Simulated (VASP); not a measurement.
# ZnS (R3m) in VASP: single point with PBE

Aim: the single point of ZnS with PBE.

Everything below comes from runs of VASP 6.6.1. Logs are shortened: lines on timing, memory, paths and dates and some standing lists are left out, and cuts for length are marked.

### 1 The cell of the first run

The structure is trigonal, space group R3m (No. 160). Conventional cell: a = 3.847 Å, b = 3.847 Å, c = 37.780 Å, α = 90.00°, β = 90.00°, γ = 120.00°. Zn (site symmetry 3m) has 4 S at 2.36 Å within 3.1 Å. Within 3.1 Å of Zn (site symmetry 3m) lie 4 S at 2.36 Å. Within 3.1 Å of Zn (site symmetry 3m) lie 4 S at 2.36 Å. Zn (site symmetry 3m) has 4 S at 2.36 Å within 3.1 Å. Within 3.1 Å of S (site symmetry 3m) lie 4 Zn at 2.36 Å. Within 3.1 Å of S (site symmetry 3m) lie 4 Zn at 2.36 Å. Within 3.1 Å of S (site symmetry 3m) lie 4 Zn at 2.36 Å. S (site symmetry 3m) has 4 Zn at 2.36 Å within 3.1 Å.

### 2 Single point, PBE

INCAR reads:

```
PREC = Accurate
ENCUT = 520
EDIFF = 1E-7
ISMEAR = 0
SIGMA = 0.01
LREAL = Auto
LASPH = T
NELM = 80
ALGO = Normal
ISIF = 2
LWAVE = F
LCHARG = F
GGA = PE
NBANDS = 166
```

KPOINTS reads:

```
regular mesh
0
Gamma
  2 2 2
```

POSCAR reads:

```
ZnS
1.0
   -7.6946288823      0.0000000000      0.0000000000
   -3.8473144411      6.6637440847      0.0000000000
   -3.8473144411      2.2212480282    -12.5932146182
Zn S
16 16
Direct
    0.0833633734      0.5833633734      0.2499098797
    0.0833633734      0.0833633734      0.2499098797
    0.5833633734      0.5833633734      0.2499098797
    0.5833633734      0.0833633734      0.2499098797
    0.4999002282      0.9999002282      0.0002993154
    0.4999002282      0.4999002282      0.0002993154
    0.9999002282      0.9999002282      0.0002993154
    0.9999002282      0.4999002282      0.0002993154
    0.9165618809      0.4165618809      0.7503143574
    0.9165618809      0.9165618809      0.7503143574
    0.4165618809      0.4165618809      0.7503143574
    0.4165618809      0.9165618809      0.7503143574
    0.6666935613      0.1666935613      0.4999193162
    0.6666935613      0.6666935613      0.4999193162
    0.1666935613      0.1666935613      0.4999193162
    0.1666935613      0.6666935613      0.4999193162
    0.8540665217      0.3540665217      0.9378004350
    0.8540665217      0.8540665217      0.9378004350
    0.3540665217      0.3540665217      0.9378004350
    0.3540665217      0.8540665217      0.9378004350
    0.6041828200      0.1041828200      0.6874515400
    0.6041828200      0.6041828200      0.6874515400
    0.1041828200      0.1041828200      0.6874515400
    0.1041828200      0.6041828200      0.6874515400
    0.0209575886      0.5209575886      0.4371272342
    0.0209575886      0.0209575886      0.4371272342
    0.5209575886      0.5209575886      0.4371272342
    0.5209575886      0.0209575886      0.4371272342
    0.4375070260      0.9375070260      0.1874789221
    0.4375070260      0.4375070260      0.1874789221
    0.9375070260      0.9375070260      0.1874789221
    0.9375070260      0.4375070260      0.1874789221
```

Potentials or basis: VASP PAW PBE potentials, release 64 (Zn, S).

Started as:

```
$ cat potpaw_PBE.64/Zn/POTCAR potpaw_PBE.64/S/POTCAR > POTCAR
$ mpirun -np 1 vasp_std > vasp.out
```

OUTCAR:

```text
PREC = Accurate
   ENCUT = 520
   EDIFF = 1E-7
   ISMEAR = 0
   LREAL = Auto
   LASPH = T
   NELM = 80
   ISIF = 2
   GGA = PE

 ion  position               nearest neighbor table
   1  0.083  0.583  0.250-  32 2.36  31 2.36  30 2.36  25 2.36
   2  0.083  0.083  0.250-  31 2.36  32 2.36  29 2.36  26 2.36
   3  0.583  0.583  0.250-  30 2.36  29 2.36  32 2.36  27 2.36
   4  0.583  0.083  0.250-  29 2.36  30 2.36  31 2.36  28 2.36
   5  0.500  1.000  0.000-  20 2.36  19 2.36  18 2.36  29 2.36
   6  0.500  0.500  0.000-  19 2.36  20 2.36  17 2.36  30 2.36
[... 24 lines left out ...]
  31  0.938  0.938  0.187-   2 2.36   1 2.36   4 2.36   7 2.36
  32  0.938  0.438  0.187-   1 2.36   2 2.36   3 2.36   8 2.36

  LATTYP: Found a trigonal (rhomboedric) cell.
 ALAT       =    13.3538318708
 COS(alpha) =     0.8339902663

  Lattice vectors:

 A1 = (   3.8473144412,   2.2212480282, -12.5932146182)
 A2 = (   0.0000000000,  -4.4424960565, -12.5932146182)
 A3 = (  -3.8473144411,   2.2212480282, -12.5932146182)

Analysis of symmetry for initial positions (statically):
=====================================================================
 Subroutine PRICEL returns following result:

  LATTYP: Found a trigonal (rhomboedric) cell.
 ALAT       =    12.7876110835
 COS(alpha) =     0.9547408357

  Lattice vectors:

 A1 = (   0.0000000000,   2.2212480282, -12.5932146182)
 A2 = (   1.9236572206,  -1.1106240142, -12.5932146182)
 A3 = (  -1.9236572206,  -1.1106240142, -12.5932146182)

   4 primitive cells build up your supercell.

 Routine SETGRP: Setting up the symmetry group for a
 trigonal (rhombohedral) supercell.

 Subroutine GETGRP returns: Found  6 space group operations
 (whereof  6 operations were pure point group operations)
 out of a pool of 12 trial point group operations.

The static configuration has the point symmetry C_3v.

Analysis of symmetry for dynamics (positions and initial velocities):
=====================================================================
 Subroutine PRICEL returns following result:

  LATTYP: Found a trigonal (rhomboedric) cell.
 ALAT       =    12.7876110835
 COS(alpha) =     0.9547408357

  Lattice vectors:

 A1 = (   0.0000000000,   2.2212480282, -12.5932146182)
 A2 = (   1.9236572206,  -1.1106240142, -12.5932146182)
 A3 = (  -1.9236572206,  -1.1106240142, -12.5932146182)

   4 primitive cells build up your supercell.

 Routine SETGRP: Setting up the symmetry group for a
 trigonal (rhombohedral) supercell.

 Subroutine GETGRP returns: Found  6 space group operations
 (whereof  6 operations were pure point group operations)
 out of a pool of 12 trial point group operations.

The dynamic configuration has the point symmetry C_3v.

 Subroutine INISYM returns: Found  6 space group operations
 (whereof  6 operations are pure point group operations),
 and found     4 'primitive' translations

----------------------------------------------------------------------------------------

                                     Primitive cell

  volume of cell :     161.4294

  direct lattice vectors                    reciprocal lattice vectors
     0.000000000  2.221248028-12.593214618     0.000000000  0.300131574 -0.026469281
     1.923657221 -1.110624014-12.593214618     0.259921567 -0.150065787 -0.026469281
    -1.923657221 -1.110624014-12.593214618    -0.259921567 -0.150065787 -0.026469281

  length of vectors
    12.787611083 12.787611084 12.787611084     0.301296506  0.301296506  0.301296506

  position of ions in fractional coordinates (direct lattice)
     0.416636626  0.416636627  0.416636626
     0.000099772  0.000099772  0.000099772
     0.583438119  0.583438119  0.583438119
     0.833306439  0.833306439  0.833306439
     0.645933478  0.645933478  0.645933478
     0.895817180  0.895817180  0.895817180
     0.479042411  0.479042411  0.479042411
     0.062492974  0.062492974  0.062492974

  ion indices of the primitive-cell ions
   primitive index   ion index
                 1           1
                 2           8
                 3           9
                 4          16
                 5          17
                 6          24
                 7          25
                 8          32

----------------------------------------------------------------------------------------

 KPOINTS: regular mesh

Automatic generation of k-mesh.
 Grid dimensions read from file:
 generate k-points for:    2    2    2

 Generating k-lattice:

  Cartesian coordinates                     Fractional coordinates (reciprocal lattice)
    -0.064980392 -0.037516447  0.013234640     0.500000000 -0.000000000  0.000000000
     0.000000000  0.075032893  0.013234640     0.000000000  0.500000000  0.000000000
     0.000000000  0.000000000 -0.039703921     0.000000000  0.000000000  0.500000000

  Length of vectors
     0.076191147  0.076191147  0.039703921

  Shift w.r.t. Gamma in fractional coordinates (k-lattice)
     0.000000000  0.000000000  0.000000000

 Subroutine IBZKPT returns following result:
 ===========================================

 Found      4 irreducible k-points:

 Following reciprocal coordinates:
            Coordinates               Weight
  0.000000  0.000000  0.000000      1.000000
  0.500000  0.000000 -0.000000      3.000000
  0.500000  0.500000  0.000000      3.000000
  0.000000  0.000000  0.500000      1.000000
   k-points           NKPTS =      4   k-points in BZ     NKDIM =      4   number of bands    NBANDS=    166
   number of dos      NEDOS =    301   number of ions     NIONS =     32
   total plane-waves  NPLWV = 360000
   dimension x,y,z NGX =    60 NGY =   60 NGZ =  100
   dimension x,y,z NGXF=   120 NGYF=  120 NGZF=  200
   ions per type =              16  16
   NGX,Y,Z   is equivalent  to a cutoff of  12.96, 12.96, 12.45 a.u.
   NGXF,Y,Z  is equivalent  to a cutoff of  25.93, 25.93, 24.90 a.u.
 SYSTEM =  unknown system
   PREC   = accura    normal or accurate (medium, high low for compatibility)
   ISTART =      0    job   : 0-new  1-cont  2-samecut
   ICHARG =      2    charge: 1-file 2-atom 10-const
   ISPIN  =      1    spin polarized calculation?
   LNONCOLLINEAR =      F non collinear calculations
   LSORBIT =      F    spin-orbit coupling
   LASPH  =      T    aspherical Exc in radial PAW
   ENCUT  =  520.0 eV  38.22 Ry    6.18 a.u.  14.31 14.31 24.83*2*pi/ulx,y,z
   NELM   =     80;   NELMIN=  2; NELMDL= -5     # of ELM steps
   EDIFF  = 0.1E-06   stopping-criterion for ELM
   LREAL  =      T    real-space projection
   EDIFFG = 0.1E-05   stopping-criterion for IOM
   NSW    =      0    number of steps for IOM
   IBRION =     -1    ionic relax: 0-MD 1-quasi-New 2-CG
   NFREE  =      0    steps in history (QN), initial steepest desc. (CG)
   ISIF   =      2    stress and relaxation
   ISYM   =      2    0-nonsym 1-usesym 2-fastsym
   POTIM  = 0.5000    time-step for ionic-motion
   TEBEG  =    0.0;   TEEND  =   0.0 temperature during run
   PSTRESS=    0.0 pullay stress
   NELECT =     288.0000    total number of electrons
   NUPDOWN=      -1.0000    fix difference up-down
   EMIN   =  10.00;   EMAX   =-10.00  energy-range for DOS
   EFERMI =   0.00;   METHOD = LEGACY
   ISMEAR =     0;   SIGMA  =   0.01  broadening in eV -4-tet -1-fermi 0-gaus
   EFERMI_NEDOS =   21; number of points for ismear=-14 and -15
   IALGO  =     38    algorithm
   IMIX   =      4    mixing-type and parameters
     AMIX     =   0.40;   BMIX     =  1.00
     AMIX_MAG =   1.60;   BMIX_MAG =  1.00
  volume/ion in A,a.u.               =      20.18       136.17
  Fermi-wavevector in a.u.,A,eV,Ry     =   1.250810  2.363689 21.286675  1.564527
  Thomas-Fermi vector in A             =   2.384787
   LORBIT       =      0    0 simple, 1 ext, 2 COOP (PROOUT), +10 PAW based schemes
   GGA     = PE    functional components
   LHFCALC =     F    Hartree Fock is set to
   AEXX    =    0.0000 exact exchange contribution
   IVDW    =     0    specifies the selected vdW correction
   LEPSILON=     F    determine dielectric tensor
   LRPA    =     F    only Hartree local field effects (RPA)
 non-spin polarized calculation
 Gauss-broadening in eV      SIGMA  =   0.01
  energy-cutoff  :      520.00
  volume of cell :      645.72
 maximum number of plane-waves:     17452
 NGX is ok and might be reduce to    60
   NGX = 29   NGY = 29   NGZ = 49

 number of electron     288.0000230 magnetization

 Free energy of the ion-electron system (eV)
  ---------------------------------------------------
  ext. energy  EPLUGINS =         0.00000000
  ---------------------------------------------------
  free energy    TOTEN  =      -109.24570006 eV

  energy without entropy =     -109.24570006  energy(sigma->0) =     -109.24570006

 E-fermi :   1.9688     XC(G=0):  -9.5155

 val. band max:        1.9206482733   @ k =   0.0000   0.0000   0.0000
 cond. band min:       3.9630005496   @ k =   0.0000   0.0000   0.0000
 fundamental gap:      2.0423522762
 Fermi energy:         1.9687872901

 k-point     1 :       0.0000    0.0000    0.0000
  band No.  band energies     occupation
      1     -11.0779      2.00000
      2     -10.6713      2.00000
      3     -10.6709      2.00000
      4     -10.1944      2.00000
      5     -10.1944      2.00000
      6     -10.1944      2.00000
[... 148 lines left out ...]
    155       5.7600      0.00000
    156       5.7600      0.00000

 k-point     2 :       0.5000    0.0000   -0.0000
  band No.  band energies     occupation
      1     -10.6996      2.00000
      2     -10.6996      2.00000
      3     -10.4593      2.00000
      4     -10.4593      2.00000
      5     -10.2926      2.00000
      6     -10.2926      2.00000
[... 148 lines left out ...]
    155       6.5627      0.00000
    156       6.5627      0.00000

 k-point     3 :       0.5000    0.5000    0.0000
  band No.  band energies     occupation
      1     -10.6632      2.00000
      2     -10.6632      2.00000
      3     -10.5529      2.00000
      4     -10.5529      2.00000
      5     -10.2151      2.00000
      6     -10.2151      2.00000
[... 148 lines left out ...]
    155       6.3735      0.00000
    156       6.3735      0.00000

 k-point     4 :       0.0000    0.0000    0.5000
  band No.  band energies     occupation
      1     -10.9695      2.00000
      2     -10.9603      2.00000
      3     -10.3452      2.00000
      4     -10.3344      2.00000
      5     -10.1531      2.00000
      6     -10.1531      2.00000
[... 148 lines left out ...]
    155       5.8388      0.00000
    156       5.8388      0.00000
 [bands above 156 left out]

------------------------ aborting loop because EDIFF is reached ----------------------------------------

  FORCE on cell =-STRESS in cart. coord.  units (eV):
  Direction    XX          YY          ZZ          XY          YZ          ZX
  --------------------------------------------------------------------------------------
  -------------------------------------------------------------------------------------
  Total        1.4372997      1.4372997     -0.2254727      0.0000000     -0.0000000      0.0000000
  in kB        3.5662790      3.5662790     -0.5594508      0.0000000     -0.0000000      0.0000000
  external PRESSURE =       2.1910357 kB  Pullay stress =       0.0000000 kB

 VOLUME and BASIS-vectors are now :
 -----------------------------------------------------------------------------
  energy-cutoff  :      520.00
  volume of cell :      645.72
      direct lattice vectors                 reciprocal lattice vectors
    -7.694628882  0.000000000  0.000000000    -0.129960784 -0.075032893  0.026469281
    -3.847314441  6.663744085  0.000000000     0.000000000  0.150065787  0.026469281
    -3.847314441  2.221248028-12.593214618     0.000000000  0.000000000 -0.079407842

 POSITION                                       TOTAL-FORCE (eV/Angst)
 -----------------------------------------------------------------------------------
     -3.84731      4.44250     -3.14717         0.000000     -0.000000     -0.012148
     -1.92366      1.11062     -3.14717         0.000000     -0.000000     -0.012148
     -7.69463      4.44250     -3.14717         0.000000     -0.000000     -0.012148
     -5.77097      1.11062     -3.14717         0.000000     -0.000000     -0.012148
     -7.69463      6.66374     -0.00377         0.000000     -0.000000     -0.012512
     -5.77097      3.33187     -0.00377         0.000000     -0.000000     -0.012512
[... 24 lines left out ...]
    -11.54194      6.66374     -2.36096        -0.000000      0.000000      0.011369
     -9.61829      3.33187     -2.36096        -0.000000      0.000000      0.011369
 -----------------------------------------------------------------------------------
    total drift:                                0.000038     -0.000022      0.003875

  FREE ENERGIE OF THE ION-ELECTRON SYSTEM (eV)
  ---------------------------------------------------
  free  energy   TOTEN  =      -109.2457000584 eV

  energy  without entropy=     -109.2457000584  energy(sigma->0) =     -109.24570006
```

Wall time 24 min (1 thread of AMD EPYC 7R43 (Zen 3), shared host); peak memory 0.8 GiB.

What came out:

| Item | Value |
| --- | --- |
| Free energy | -109.2457 eV |
| Pressure | 0.2 GPa |
| Largest force | 0.014 eV/Å |
| Band gap on the k mesh | 2.04 eV |

Forces in eV/Å, atoms in the order of the input:
```
Zn   0.000  0.000 -0.012
Zn   0.000  0.000 -0.012
Zn   0.000  0.000 -0.012
Zn   0.000  0.000 -0.012
Zn   0.000  0.000 -0.013
Zn   0.000  0.000 -0.013
Zn   0.000  0.000 -0.013
Zn   0.000  0.000 -0.013
Zn   0.000  0.000 -0.013
Zn   0.000  0.000 -0.013
Zn   0.000  0.000 -0.013
Zn   0.000  0.000 -0.013
Zn   0.000  0.000 -0.013
Zn   0.000  0.000 -0.013
Zn   0.000  0.000 -0.013
Zn   0.000  0.000 -0.013
S    0.000  0.000  0.014
S    0.000  0.000  0.014
S    0.000  0.000  0.014
S    0.000  0.000  0.014
S    0.000  0.000  0.013
S    0.000  0.000  0.013
S    0.000  0.000  0.013
S    0.000  0.000  0.013
S    0.000  0.000  0.011
S    0.000  0.000  0.011
S    0.000  0.000  0.011
S    0.000  0.000  0.011
S    0.000  0.000  0.011
S    0.000  0.000  0.011
S    0.000  0.000  0.011
S    0.000  0.000  0.011
```

Caveat: the k points lie up to 0.48 Å⁻¹ apart.
